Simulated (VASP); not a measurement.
A run of VASP 6.6.1:

Contents of INCAR:

```
  PREC = Accurate
  ENCUT = 520
  EDIFF = 1E-6
  ISMEAR = 0
  SIGMA = 0.1
  LREAL = False
  LASPH = True
  NELM = 150
  ALGO = Normal
  ISIF = 2
  LWAVE = False
  LCHARG = True
  ISPIN = 2
  MAGMOM = 0 1
  LORBIT = 11
  GGA = PE
  LELF = True
  LVHAR = True
  NBANDS = 16
```

Contents of KPOINTS:

```
regular mesh
0
Gamma
  6 6 6
```

POSCAR

```
BO
1.0
    1.3290808100      0.7673451600      2.2462279400
   -1.3290808100      0.7673451600      2.2462279400
    0.0000000000     -1.5346903200      2.2462279400
B O
1 1
Direct
    0.2421703400      0.2421703400      0.2421703400
    0.0000000000      0.0000000000      0.0000000000
```

Potentials or basis: VASP PAW PBE potentials, release 64 (B, O).

The run is started by

```bash
$ cat potpaw_PBE.64/B/POTCAR potpaw_PBE.64/O/POTCAR > POTCAR
$ mpirun -np 1 vasp_std > vasp.out
```

Hardware: 1 thread of Oxide Virtual Turin-like Processor, with other jobs on the host.

**Question.** Estimate the wall time of this run.

**Answer.** Run time: 29 s on 1 thread of Oxide Virtual Turin-like Processor (shared host), peak memory 0.1 GiB. Counts: scf iterations 13, k points 32.
